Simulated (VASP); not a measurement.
A run of VASP 6.6.1 is set up as follows.

Contents of INCAR:

```
ALGO = Normal
EDIFF = 1E-6
EDIFFG = -0.01
ENCUT = 600
GGA = PE
IBRION = 2
ISIF = 3
ISMEAR = 0
LASPH = True
LCHARG = False
LREAL = False
LWAVE = False
NELM = 100
NSW = 100
PREC = Accurate
SIGMA = 0.1
```

Contents of KPOINTS:

```
k-points
0
Gamma
  12 12 4
```

The input POSCAR:

```
Hf4H3
1.0
    3.2272111403      0.0000000000      0.0000000000
   -1.6136055702      2.7948468309      0.0000000000
    0.0000000000      0.0000000000     10.8346219599
Hf H
4 3
Direct
    0.0000000000      0.0000000000      0.9822120750
    0.3333333333      0.6666666667      0.2543897446
    0.6666666667      0.3333333333      0.5125534463
    0.3333333333      0.6666666667      0.7456327706
    0.3333333333      0.6666666667      0.0646361965
    0.0000000000      0.0000000000      0.1808503647
    0.6666666667      0.3333333333      0.3222254023
```

Potentials or basis: VASP PAW PBE potentials, release 64 (Hf_pv, H).

Run with:

```bash
$ cat potpaw_PBE.64/Hf_pv/POTCAR potpaw_PBE.64/H/POTCAR > POTCAR
$ mpirun -np 1 vasp_std > vasp.out
```

Q: Estimate the band gap on the k mesh.

A: Zero (an odd number of electrons rules out a gap without spin polarisation).

Q: What does it give for the space group after relaxing (to 0.1 Å)?

A: P3m1 (No. 156).

Q: Predict the relaxed volume.

A: 13.91 Å³/atom.

Q: Estimate the relaxed cell.

A: a = 3.226 Å, b = 3.226 Å, c = 10.806 Å, α = 90.00°, β = 90.00°, γ = 120.00°.

Step by step:
| step | energy change (eV) | largest force (eV/Å) | pressure (GPa) | volume (Å³) |
| --- | --- | --- | --- | --- |
| 1 | 0.0000 | 0.0627 | -0.47 | 97.72 |
| 2 | -0.0010 | 0.0407 | 0.26 | 97.14 |
| 3 | -0.0010 | 0.0442 | 0.14 | 97.24 |
| 4 | -0.0014 | 0.0276 | 0.08 | 97.28 |
| 5 | -0.0016 | 0.0196 | 0.01 | 97.34 |
| 6 | -0.0016 | 0.0115 | -0.01 | 97.36 |
| 7 | -0.0017 | 0.0053 | -0.03 | 97.39 |

Caveat: spin-orbit coupling is left out, which moves the levels of the heavy elements; an odd number of electrons without spin polarisation forces a metal; a magnetic or distorted state may lie lower.
